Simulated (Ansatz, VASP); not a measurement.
## One calculation of LiB2, two programs

File INCAR:

```
ALGO = Normal
EDIFF = 1E-6
ENCUT = 520
GGA = PE
ISIF = 2
ISMEAR = 0
LASPH = True
LCHARG = True
LELF = True
LREAL = False
LVHAR = True
LWAVE = False
NBANDS = 12
NELM = 100
PREC = Accurate
SIGMA = 0.1
```

The input KPOINTS:

```
k-points
0
Gamma
  6 6 4
```

The input POSCAR:

```
LiB2
1.0
    2.8406213600      0.0000000000      0.0000000000
   -1.4203106800      2.4600502600      0.0000000000
    0.0000000000      0.0000000000      4.4779055400
Li B
1 2
Direct
    0.0000000000      0.0000000000      0.0000000000
    0.6666666700      0.3333333300      0.7249647000
    0.6666666700      0.3333333300      0.2750353000
```

Input for Ansatz:

```yaml
crystal:
  lattice:
    - [2.84062136, 0.0, 0.0]
    - [-1.42031068, 2.46005026, 0.0]
    - [0.0, 0.0, 4.47790554]
  atoms:
    - { symbol: Li, position: [0.0, 0.0, 0.0] }
    - { symbol: B, position: [0.66666667, 0.33333333, 0.7249647] }
    - { symbol: B, position: [0.66666667, 0.33333333, 0.2750353] }
basis:
  ecutwfc: 420
kpoints:
  mp_grid: { grid: [6, 6, 4] }
hamiltonian:
  xc: pbe
scf:
  occupations: { method: gaussian, width: 0.1 }
  lower_state_search: "off"
output:
  forces: true
  stress: true
  eigenvalues: true
```

Alike in both runs: task single point; functional PBE; k mesh 6 × 6 × 4; occupations gaussian, width 0.1 eV; no spin polarisation.

|  | VASP | Ansatz |
| --- | --- | --- |
| version | VASP 6.6.1 | Ansatz 0.2.0 |
| potentials or method | VASP PAW PBE potentials, release 64 (Li_sv, B), cutoff 520 eV | scalar-relativistic, plane waves, PAW |
| valence electrons in the cell | 9 | 9 |

Ansatz gave:

```
gap on the k mesh at the Fermi level (eV) : none
rms of the force components (eV/Å)        : 1.543
```

Problem. Estimate VASP's values.

Solution. gap on the k mesh at the Fermi level (eV): none; rms of the force components (eV/Å): 1.551.

Atom by atom the forces differ by 0.009 eV/Å (rms over components). A gap of «none» marks a metal or a gap that the smearing closes. The functional is the same, so the differences come from potentials, cutoffs and numerics.

The k mesh is coarse, so the values compare programs but aren't converged. Noted on VASP's run: the cutoff is short for stress, so the pressure is rough.
